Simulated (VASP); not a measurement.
Set up this calculation in VASP 6.6.1, as the native input.

```
Task                   : relaxation of cell and atoms
Functional             : PBEsol
Dispersion             : D3(BJ)
Potentials or basis    : VASP PAW PBE potentials, release 64 (Cl, Na_pv)
Cutoff                 : 600 eV
k mesh                 : 8 × 8 × 8
Occupations            : fermi-dirac, width 0.05 eV
Spin                   : no spin polarisation
Dipole correction      : no
Further INCAR settings : ALGO = Normal; EDIFF = 1e-06; IBRION = 2; EDIFFG = -0.01; NSW = 60; ISIF = 3
```

The structure of NaCl lies in POSCAR:

```
NaCl
1.0
    0.0000000000      2.7940632177      2.7940632177
    2.7940632177      0.0000000000      2.7940632177
    2.7940632177      2.7940632177      0.0000000000
Cl Na
1 1
Direct
    0.5000000000      0.5000000000      0.5000000000
    0.0000000000      0.0000000000      0.0000000000
```

These files were run (other wordings do the same):

INCAR

```
ALGO = Normal
EDIFF = 1E-6
EDIFFG = -0.01
ENCUT = 600
GGA = PS
IBRION = 2
ISIF = 3
ISMEAR = -1
IVDW = 12
LASPH = T
LCHARG = F
LREAL = F
LWAVE = F
NELM = 80
NSW = 60
PREC = Accurate
SIGMA = 0.05
```

KPOINTS

```
k-points
0
Gamma
  8 8 8
```

Potentials or basis: VASP PAW PBE potentials, release 64 (Cl, Na_pv).

Run with:

```sh
$ cat potpaw_PBE.64/Cl/POTCAR potpaw_PBE.64/Na_pv/POTCAR > POTCAR
$ mpirun -np 1 vasp_std > vasp.out
```

Results of the run:

```json
{
  "Relaxed volume": "20.83 Å³/atom",
  "Relaxed cell": "a = 3.891 Å, b = 3.891 Å, c = 3.891 Å, α = 60.00°, β = 60.00°, γ = 60.00°",
  "Space group after relaxing (to 0.05 Å)": "Fm-3m (No. 225)",
  "Energy gained by relaxing": "4.0 meV/atom",
  "Ionic steps": "4",
  "Pressure after relaxing": "0.0 GPa",
  "Band gap on the k mesh": "5.22 eV, direct",
  "Dispersion energy per atom": "-0.207 eV"
}
```

Caveat: the PAW data sets were made with another functional, which shifts forces and pressure a little.

Wall time 31 s on 1 thread of Intel Xeon 6975P-C, on a shared host, peak memory 0.19 GiB.
